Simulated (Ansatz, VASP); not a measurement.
## Ba: VASP beside Ansatz

```xyz
1
Lattice="-2.5125 2.5125 2.5125 2.5125 -2.5125 2.5125 2.5125 2.5125 -2.5125" Properties=species:S:1:pos:R:3 pbc="T T T"
Ba    0.0000    0.0000    0.0000
```

Alike in both runs: task single point; functional PBE; k mesh 9 × 9 × 9; occupations methfessel-paxton of order 1, width 1 eV; no spin polarisation.

|  | VASP | Ansatz |
| --- | --- | --- |
| version | VASP 6.6.1 | Ansatz 0.2.0 |
| potentials or method | VASP PAW PBE potentials, release 64 (Ba_sv), cutoff 520 eV | plane waves (420 eV) with PAW, scalar-relativistic |
| valence electrons in the cell | 10 | 10 |

|  | VASP | Ansatz | Ansatz less VASP |
| --- | --- | --- | --- |
| pressure (GPa) | 0.1 | 0.1 | -0.05 |

Spin-orbit coupling is off throughout.
